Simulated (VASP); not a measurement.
A run of VASP 6.6.1 is set up as follows.

File INCAR:

```
SYSTEM = Ca3Ru
ALGO = Fast ; EDIFF = 1E-7
ENCUT = 520 ; GGA = PE
ISIF = 2 ; ISMEAR = 0
LASPH = .TRUE. ; LCHARG = .FALSE.
LREAL = .FALSE. ; LWAVE = .FALSE.
NBANDS = 54 ; NELM = 60
PREC = Accurate ; SIGMA = 0.1
```

File KPOINTS:

```
k-points
0
G
  6 6 8
  0 0 0
```

The input POSCAR:

```
Ca3Ru
1.0
    7.1466937270      0.0000000000      0.0000000000
   -3.5733468635      6.1892183206      0.0000000000
    0.0000000000      0.0000000000      4.9302262766
Ca Ru
6 2
Direct
    0.8156899091      0.6313798182      0.2500000000
    0.1843100909      0.8156899091      0.7500000000
    0.3686201818      0.1843100909      0.2500000000
    0.1843100909      0.3686201818      0.7500000000
    0.8156899091      0.1843100909      0.2500000000
    0.6313798182      0.8156899091      0.7500000000
    0.3333333333      0.6666666667      0.2500000000
    0.6666666667      0.3333333333      0.7500000000
```

Potentials or basis: VASP PAW PBE potentials, release 64 (Ca_sv, Ru_pv).

Command:

```bash
$ cat potpaw_PBE.64/Ca_sv/POTCAR potpaw_PBE.64/Ru_pv/POTCAR > POTCAR
$ mpirun -np 1 vasp_std > vasp.out
```

Question: What does it give for the largest force?

Answer: 0.007 eV/Å.

Question: What does it give for the band gap on the k mesh?

Answer: Zero (band 44 reaches 4.39 eV, above the bottom of band 45 at 3.62 eV).

Question: What does it give for the pressure?

Answer: 0.1 GPa.

Forces on the atoms (eV/Å):
```
Ca   0.000  0.007  0.000
Ca  -0.006  0.003  0.000
Ca  -0.006 -0.003  0.000
Ca   0.000 -0.007  0.000
Ca   0.006 -0.003  0.000
Ca   0.006  0.003  0.000
Ru   0.000  0.000  0.000
Ru   0.000  0.000  0.000
```
